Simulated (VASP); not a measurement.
Input of a VASP 6.6.1 run:

INCAR

```
  PREC = Accurate
  ENCUT = 600
  EDIFF = 1E-6
  ISMEAR = 0
  SIGMA = 0.1
  LREAL = F
  LASPH = T
  NELM = 100
  ALGO = Fast
  ISIF = 3
  LWAVE = F
  LCHARG = F
  GGA = PE
  IBRION = 2
  NSW = 100
  EDIFFG = -0.01
```

File KPOINTS:

```
Automatic mesh
0
Gamma
  24 24 10
```

File POSCAR:

```
NaW
1.0
    2.7596083811      0.0000000000      0.0000000000
   -1.3798041906      2.3898909625      0.0000000000
    0.0000000000      0.0000000000      5.9289688875
Na W
1 1
Direct
    0.0000000000      0.0000000000      0.5000000000
    0.0000000000      0.0000000000      0.0000000000
```

Potentials or basis: VASP PAW PBE potentials, release 64 (Na_pv, W_sv).

Launch:

```bash
$ cat potpaw_PBE.64/Na_pv/POTCAR potpaw_PBE.64/W_sv/POTCAR > POTCAR
$ mpirun -np 1 vasp_std > vasp.out
```

**Question.** Predict the band gap on the k mesh.

**Answer.** Zero (an odd number of electrons rules out a gap without spin polarisation).

**Question.** Predict the relaxed cell.

**Answer.** a = 2.756 Å, b = 2.756 Å, c = 5.938 Å, α = 90.00°, β = 90.00°, γ = 120.00°.

The path:
```
step  energy change (eV)  largest force (eV/Å)  pressure (GPa)  volume (Å³)
   1              0.0000                0.0000           -0.13        39.10
   2             -0.0001                0.0000            0.24        39.01
   3             -0.0002                0.0000            0.05        39.05
```

Caveat: spin-orbit coupling is left out, which moves the levels of the heavy elements.
